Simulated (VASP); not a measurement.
# Al in VASP: notebook

The runs below take Al through single point, with PBE.

All numbers are computed with VASP 6.6.1; they aren't measurements. Logs are shortened: lines on timing, memory, paths and dates and some standing lists are left out, and cuts for length are marked.

## Step 1: The cell of the first run

The cell holds a slab with vacuum, 17 atoms: a = 5.714 Å, b = 8.080 Å, c = 19.743 Å, α = 90.00°, β = 90.00°, γ = 90.00°.

## Step 2: Single point, PBE

INCAR reads:

```
SYSTEM = Al
ALGO     = Normal         ! electronic algorithm
DIPOL    = 0.5 0.5 0.323
EDIFF    = 1E-7           ! SCF threshold, eV
ENCUT    = 520            ! plane-wave cutoff, eV
GGA      = PE             ! functional
IDIPOL   = 3            
ISIF     = 2              ! what is computed and relaxed
ISMEAR   = 0              ! smearing method
LASPH    = .True.         ! aspherical terms in the spheres
LCHARG   = .False.        ! write CHGCAR
LDIPOL   = .True.       
LREAL    = Auto         
LWAVE    = .False.        ! write WAVECAR
NBANDS   = 40             ! bands
NELM     = 60             ! most SCF steps
PREC     = Accurate       ! precision mode
SIGMA    = 0.1            ! smearing width, eV
```

KPOINTS reads:

```
k-points
0
Gamma
  5 4 1
  0 0 0
```

POSCAR reads:

```
Al
1.0
    5.7135165838      0.0000000000      0.0000000000
    0.0000000000      8.0801326416      0.0000000000
    0.0000000000      0.0000000000     19.7432786844
Al
17
Direct
    0.2500000000      0.2500000000      0.2026005946
    0.2500000000      0.7500000000      0.2026005946
    0.7500000000      0.2500000000      0.2026005946
    0.7500000000      0.7500000000      0.2026005946
    0.0000000000      0.0000000000      0.2749482107
    0.0000000000      0.5000000000      0.2749482107
    0.5000000000      0.0000000000      0.2749482107
    0.5000000000      0.5000000000      0.2749482107
    0.2500000000      0.2500000000      0.3495466410
    0.2500000000      0.7500000000      0.3495466410
    0.7500000000      0.2500000000      0.3495466410
    0.7500000000      0.7500000000      0.3495466410
    0.0000000000      0.0000000000      0.4175232906
    0.0000000000      0.5000000000      0.4175232906
    0.5000000000      0.0000000000      0.4175232906
    0.5000000000      0.5000000000      0.4175232906
    0.1666666667      0.1666666667      0.5131675417
```

Potentials or basis: VASP PAW PBE potentials, release 64 (Al).

Command:

```console
$ cat potpaw_PBE.64/Al/POTCAR > POTCAR
$ mpirun -np 1 vasp_std > vasp.out
```

OUTCAR:

```text
SYSTEM = Al
   EDIFF = 1E-7
   ENCUT = 520
   GGA = PE
   ISIF = 2
   ISMEAR = 0
   LASPH = .True.
   LREAL = Auto
   NELM = 60
   PREC = Accurate

 ion  position               nearest neighbor table
   1  0.250  0.250  0.203-   3 2.86   3 2.86   6 2.86   7 2.86   8 2.86   5 2.86   9 2.90
   2  0.250  0.750  0.203-   4 2.86   4 2.86   6 2.86   7 2.86   8 2.86   5 2.86  10 2.90
   3  0.750  0.250  0.203-   1 2.86   1 2.86   6 2.86   7 2.86   8 2.86   5 2.86  11 2.90
   4  0.750  0.750  0.203-   2 2.86   2 2.86   6 2.86   7 2.86   8 2.86   5 2.86  12 2.90
   5  0.000  0.000  0.275-  13 2.81   7 2.86   7 2.86   4 2.86   1 2.86   2 2.86   3 2.86  11 2.88
                            12 2.88   9 2.88  10 2.88
   6  0.000  0.500  0.275-  14 2.81   8 2.86   8 2.86   4 2.86   1 2.86   2 2.86   3 2.86  11 2.88
                            12 2.88   9 2.88  10 2.88
   7  0.500  0.000  0.275-  15 2.81   5 2.86   5 2.86   4 2.86   1 2.86   2 2.86   3 2.86  11 2.88
                            12 2.88   9 2.88  10 2.88
   8  0.500  0.500  0.275-  16 2.81   6 2.86   6 2.86   4 2.86   1 2.86   2 2.86   3 2.86  11 2.88
                            12 2.88   9 2.88  10 2.88
   9  0.250  0.250  0.350-  13 2.81  14 2.81  15 2.81  16 2.81  11 2.86  11 2.86   7 2.88   8 2.88
                             5 2.88   6 2.88   1 2.90  17 3.33
  10  0.250  0.750  0.350-  13 2.81  14 2.81  15 2.81  16 2.81  12 2.86  12 2.86   7 2.88   8 2.88
                             5 2.88   6 2.88   2 2.90
  11  0.750  0.250  0.350-  13 2.81  14 2.81  15 2.81  16 2.81   9 2.86   9 2.86   7 2.88   8 2.88
                             5 2.88   6 2.88   3 2.90
  12  0.750  0.750  0.350-  13 2.81  14 2.81  15 2.81  16 2.81  10 2.86  10 2.86   7 2.88   8 2.88
                             5 2.88   6 2.88   4 2.90
  13  0.000  0.000  0.418-  17 2.51  10 2.81  11 2.81  12 2.81   9 2.81   5 2.81  15 2.86  15 2.86

  14  0.000  0.500  0.418-   9 2.81  10 2.81  11 2.81  12 2.81   6 2.81  16 2.86  16 2.86
  15  0.500  0.000  0.418-   9 2.81  10 2.81  11 2.81  12 2.81   7 2.81  13 2.86  13 2.86  17 3.00

  16  0.500  0.500  0.418-   9 2.81  10 2.81  11 2.81  12 2.81   8 2.81  14 2.86  14 2.86
  17  0.167  0.167  0.513-  13 2.51  15 3.00   9 3.33

  LATTYP: Found a simple orthorhombic cell.
 ALAT       =     5.7135165838
 B/A-ratio  =     1.4142135624
 C/A-ratio  =     3.4555388778

  Lattice vectors:

 A1 = (   5.7135165838,   0.0000000000,   0.0000000000)
 A2 = (   0.0000000000,   8.0801326416,   0.0000000000)
 A3 = (   0.0000000000,   0.0000000000,  19.7432786844)

Analysis of symmetry for initial positions (statically):
=====================================================================
 Subroutine PRICEL returns:
 Original cell was already a primitive cell.

 Routine SETGRP: Setting up the symmetry group for a
 simple orthorhombic supercell.

 Subroutine GETGRP returns: Found  1 space group operations
 (whereof  1 operations were pure point group operations)
 out of a pool of  8 trial point group operations.

The static configuration has the point symmetry C_1 .

Analysis of symmetry for dynamics (positions and initial velocities):
=====================================================================
 Subroutine PRICEL returns:
 Original cell was already a primitive cell.

 Routine SETGRP: Setting up the symmetry group for a
 simple orthorhombic supercell.

 Subroutine GETGRP returns: Found  1 space group operations
 (whereof  1 operations were pure point group operations)
 out of a pool of  8 trial point group operations.

The dynamic configuration has the point symmetry C_1 .

 Subroutine INISYM returns: Found  1 space group operations
 (whereof  1 operations are pure point group operations),
 and found     1 'primitive' translations

----------------------------------------------------------------------------------------

                                     Primitive cell

  volume of cell :     911.4676

  direct lattice vectors                    reciprocal lattice vectors
     5.713516584  0.000000000  0.000000000     0.175023558  0.000000000  0.000000000
     0.000000000  8.080132642  0.000000000     0.000000000  0.123760345  0.000000000
     0.000000000  0.000000000 19.743278684     0.000000000  0.000000000  0.050650149

  length of vectors
     5.713516584  8.080132642 19.743278684     0.175023558  0.123760345  0.050650149

  position of ions in fractional coordinates (direct lattice)
     0.250000000  0.250000000  0.202600595
[... 50 lines left out ...]
     0.000000000  0.000000000  0.050650149     0.000000000  0.000000000  1.000000000

  Length of vectors
     0.035004712  0.030940086  0.050650149

  Shift w.r.t. Gamma in fractional coordinates (k-lattice)
     0.000000000  0.000000000  0.000000000

 Subroutine IBZKPT returns following result:
 ===========================================

 Found     11 irreducible k-points:

 Following reciprocal coordinates:
            Coordinates               Weight
  0.000000  0.000000  0.000000      1.000000
  0.200000  0.000000  0.000000      2.000000
  0.400000  0.000000  0.000000      2.000000
  0.000000  0.250000  0.000000      2.000000
  0.200000  0.250000  0.000000      2.000000
  0.200000 -0.250000  0.000000      2.000000
  0.400000  0.250000  0.000000      2.000000
  0.400000 -0.250000  0.000000      2.000000
  0.000000  0.500000  0.000000      1.000000
  0.200000  0.500000  0.000000      2.000000
  0.400000  0.500000  0.000000      2.000000
   k-points           NKPTS =     11   k-points in BZ     NKDIM =     11   number of bands    NBANDS=     40
   number of dos      NEDOS =    301   number of ions     NIONS =     17
   total plane-waves  NPLWV = 378000
   dimension x,y,z NGX =    42 NGY =   60 NGZ =  150
   dimension x,y,z NGXF=    84 NGYF=  120 NGZF=  300
   ions per type =              17
   NGX,Y,Z   is equivalent  to a cutoff of  12.22, 12.34, 12.63 a.u.
   NGXF,Y,Z  is equivalent  to a cutoff of  24.44, 24.69, 25.26 a.u.
 SYSTEM =  Al
   PREC   = accura    normal or accurate (medium, high low for compatibility)
   ISTART =      0    job   : 0-new  1-cont  2-samecut
   ICHARG =      2    charge: 1-file 2-atom 10-const
   ISPIN  =      1    spin polarized calculation?
   LNONCOLLINEAR =      F non collinear calculations
   LSORBIT =      F    spin-orbit coupling
   LASPH  =      T    aspherical Exc in radial PAW
   ENCUT  =  520.0 eV  38.22 Ry    6.18 a.u.  10.62 15.02 36.71*2*pi/ulx,y,z
   NELM   =     60;   NELMIN=  2; NELMDL= -5     # of ELM steps
   EDIFF  = 0.1E-06   stopping-criterion for ELM
   LREAL  =      T    real-space projection
   EDIFFG = 0.1E-05   stopping-criterion for IOM
   NSW    =      0    number of steps for IOM
   IBRION =     -1    ionic relax: 0-MD 1-quasi-New 2-CG
   NFREE  =      0    steps in history (QN), initial steepest desc. (CG)
   ISIF   =      2    stress and relaxation
   ISYM   =      2    0-nonsym 1-usesym 2-fastsym
   POTIM  = 0.5000    time-step for ionic-motion
   TEBEG  =    0.0;   TEEND  =   0.0 temperature during run
   PSTRESS=    0.0 pullay stress
   NELECT =      51.0000    total number of electrons
   NUPDOWN=      -1.0000    fix difference up-down
   EMIN   =  10.00;   EMAX   =-10.00  energy-range for DOS
   EFERMI =   0.00;   METHOD = LEGACY
   ISMEAR =     0;   SIGMA  =   0.10  broadening in eV -4-tet -1-fermi 0-gaus
   EFERMI_NEDOS =   21; number of points for ismear=-14 and -15
   IALGO  =     38    algorithm
   IMIX   =      4    mixing-type and parameters
     AMIX     =   0.40;   BMIX     =  1.00
     AMIX_MAG =   1.60;   BMIX_MAG =  1.00
  volume/ion in A,a.u.               =      53.62       361.82
  Fermi-wavevector in a.u.,A,eV,Ry     =   0.626159  1.183269  5.334502  0.392075
  Thomas-Fermi vector in A             =   1.687315
   LORBIT       =      0    0 simple, 1 ext, 2 COOP (PROOUT), +10 PAW based schemes
   GGA     = PE    functional components
   LHFCALC =     F    Hartree Fock is set to
   AEXX    =    0.0000 exact exchange contribution
   IVDW    =     0    specifies the selected vdW correction
   LEPSILON=     F    determine dielectric tensor
   LRPA    =     F    only Hartree local field effects (RPA)
 non-spin polarized calculation
 Gauss-broadening in eV      SIGMA  =   0.10
  energy-cutoff  :      520.00
  volume of cell :      911.47
 maximum number of plane-waves:     24626
   NGX = 21   NGY = 31   NGZ = 73

 dipolmoment           0.000000      0.000000     -0.002061 electrons x Angstroem

 number of electron      50.9999999 magnetization

 dipolmoment           0.000000      0.000000      0.011848 electrons x Angstroem

 Free energy of the ion-electron system (eV)
  ---------------------------------------------------
  ext. energy  EPLUGINS =         0.00000000
  ---------------------------------------------------
  free energy    TOTEN  =       -57.39878441 eV

  energy without entropy =      -57.34891342  energy(sigma->0) =      -57.37384891

 E-fermi :  -0.3274     XC(G=0):  -4.2888

 val. band max:       -0.3527366034   @ k =   0.2000   0.5000   0.0000
 cond. band min:      -0.3236135172   @ k =   0.2000   0.2500   0.0000
 fundamental gap:      0.0291230862
 Fermi energy:        -0.3273666629

 k-point     1 :       0.0000    0.0000    0.0000
  band No.  band energies     occupation
      1     -10.5456      2.00000
      2      -8.3955      2.00000
      3      -8.2999      2.00000
      4      -8.1927      2.00000
      5      -6.2946      2.00000
      6      -6.1131      2.00000
[... 429 lines left out ...]
     36       2.2317      0.00000
     37       2.3245      0.00000
 [bands above 37 left out]

------------------------ aborting loop because EDIFF is reached ----------------------------------------

 vacuum level on the upper side and lower side of the slab       (xc-potential included)        -0.124        -0.136

  FORCE on cell =-STRESS in cart. coord.  units (eV):
  Direction    XX          YY          ZZ          XY          YZ          ZX
  --------------------------------------------------------------------------------------
  -------------------------------------------------------------------------------------
  Total       -9.6653601     -3.6445605     -1.6950085      0.8862832      1.6343884      1.2746886
  in kB      -16.9897647     -6.4064065     -2.9794849      1.5579081      2.8729270      2.2406469
  external PRESSURE =      -8.7918854 kB  Pullay stress =       0.0000000 kB

 VOLUME and BASIS-vectors are now :
 -----------------------------------------------------------------------------
  energy-cutoff  :      520.00
  volume of cell :      911.47
      direct lattice vectors                 reciprocal lattice vectors
     5.713516584  0.000000000  0.000000000     0.175023558  0.000000000  0.000000000
     0.000000000  8.080132642  0.000000000     0.000000000  0.123760345  0.000000000
     0.000000000  0.000000000 19.743278684     0.000000000  0.000000000  0.050650149

 POSITION                                       TOTAL-FORCE (eV/Angst)
 -----------------------------------------------------------------------------------
      1.42838      2.02003      4.00000         0.055720     -0.012057      0.248348
      1.42838      6.06010      4.00000        -0.016752     -0.020400      0.240801
      4.28514      2.02003      4.00000        -0.060887      0.012978      0.167180
      4.28514      6.06010      4.00000         0.016664     -0.027310      0.218908
      0.00000      0.00000      5.42838        -0.031557     -0.019805     -0.183566
      0.00000      4.04007      5.42838        -0.031792      0.001309     -0.175255
[... 9 lines left out ...]
      2.85676      4.04007      8.24328         0.049009     -0.068828      0.102560
      0.95225      1.34669     10.13161         0.603170      0.744187     -0.018872
 -----------------------------------------------------------------------------------
    total drift:                                0.000002     -0.000361     -0.001406

  FREE ENERGIE OF THE ION-ELECTRON SYSTEM (eV)
  ---------------------------------------------------
  free  energy   TOTEN  =       -57.3987844107 eV

  energy  without entropy=      -57.3489134163  energy(sigma->0) =      -57.37384891

 vacuum level on the upper side and lower side of the slab         3.686         3.670
```

It took 6.9 min on 1 thread of AMD EPYC 9R45 (Zen 5), shared host; peak memory 0.79 GiB.

What came out:

```yaml
Free_energy: -57.3988 eV
Largest_force: 1.074 eV/Å
Band_gap_on_the_k_mesh: zero (an odd number of electrons rules out a gap without spin polarisation)
```

Forces in eV/Å, atoms in the order of the input:
```
Al   0.056 -0.012  0.248
Al  -0.017 -0.020  0.241
Al  -0.061  0.013  0.167
Al   0.017 -0.027  0.219
Al  -0.032 -0.020 -0.184
Al  -0.032  0.001 -0.175
Al   0.004  0.003 -0.158
Al   0.025  0.003 -0.171
Al   0.023 -0.060  0.008
Al   0.002  0.004  0.038
Al  -0.036 -0.007 -0.138
Al  -0.003  0.067  0.026
Al  -0.585 -0.609 -0.665
Al  -0.036 -0.136  0.189
Al   0.021  0.124  0.271
Al   0.049 -0.069  0.103
Al   0.603  0.744 -0.019
```

Levels at points of the mesh, in eV from the Fermi level:
| k point | band 23 | band 24 | band 25 | band 26 | band 27 | band 28 | band 29 | band 30 |
| --- | --- | --- | --- | --- | --- | --- | --- | --- |
| (0.00, 0.00, 0.00) | -0.93 | -0.80 | -0.50 | -0.44 | -0.18 | 0.18 | 0.54 | 1.02 |
| (0.00, 0.50, 0.00) | -0.87 | -0.84 | -0.68 | -0.43 | 0.08 | 0.21 | 0.24 | 0.77 |

## Step 3: Single point, PBE

INCAR reads:

```
SYSTEM = Al
ALGO     = Normal         ! electronic algorithm
DIPOL    = 0.5 0.5 0.324
EDIFF    = 1E-6           ! SCF threshold, eV
ENCUT    = 520            ! plane-wave cutoff, eV
GGA      = PE             ! functional
IDIPOL   = 3            
ISIF     = 2              ! what is computed and relaxed
ISMEAR   = 0              ! smearing method
LASPH    = .True.         ! aspherical terms in the spheres
LCHARG   = .True.         ! write CHGCAR
LDIPOL   = .True.       
LELF     = .True.         ! ELF
LREAL    = Auto         
LVACPOTAV= .True.       
LVHAR    = .True.       
LWAVE    = .False.        ! write WAVECAR
NBANDS   = 40             ! bands
NELM     = 100            ! most SCF steps
PREC     = Accurate       ! precision mode
SIGMA    = 0.1            ! smearing width, eV
```

KPOINTS is that of step 2.

POSCAR, as its differences from that of step 2:

```diff
@@ -24,2 +24,2 @@
     0.5000000000      0.5000000000      0.4175232906
-    0.1666666667      0.1666666667      0.5131675417
+    0.0833333333      0.1666666667      0.5231451878
```

Potentials or basis: VASP PAW PBE potentials, release 64 (Al).

Command:

```console
$ cat potpaw_PBE.64/Al/POTCAR > POTCAR
$ mpirun -np 1 vasp_std > vasp.out
```

Wall time 6.5 min (1 thread of AMD EPYC 9R45 (Zen 5), shared host); peak memory 0.79 GiB.

It converged, with:

```
Free energy            : -57.1491 eV
Largest force          : 0.964 eV/Å
Band gap on the k mesh : zero (an odd number of electrons rules out a gap without spin polarisation)
```

Forces in eV/Å, atoms in the order of the input:
```
Al   0.089 -0.013  0.216
Al  -0.036 -0.013  0.244
Al  -0.093 -0.004  0.173
Al   0.035 -0.013  0.236
Al  -0.021 -0.010 -0.166
Al  -0.021  0.001 -0.177
Al  -0.004  0.016 -0.161
Al   0.015 -0.006 -0.185
Al   0.038 -0.044  0.010
Al   0.007  0.018  0.022
Al  -0.048 -0.016 -0.079
Al  -0.010  0.049  0.021
Al  -0.287 -0.599 -0.699
Al  -0.018 -0.151  0.214
Al  -0.050  0.111  0.290
Al   0.031 -0.029  0.059
Al   0.373  0.701 -0.018
```

Levels at points of the mesh, in eV from the Fermi level:
| k point | band 24 | band 25 | band 26 | band 27 | band 28 | band 29 |
| --- | --- | --- | --- | --- | --- | --- |
| (0.00, 0.00, 0.00) | -0.82 | -0.49 | -0.38 | -0.22 | 0.18 | 0.47 |
| (0.00, 0.50, 0.00) | -0.85 | -0.81 | -0.23 | 0.05 | 0.16 | 0.24 |
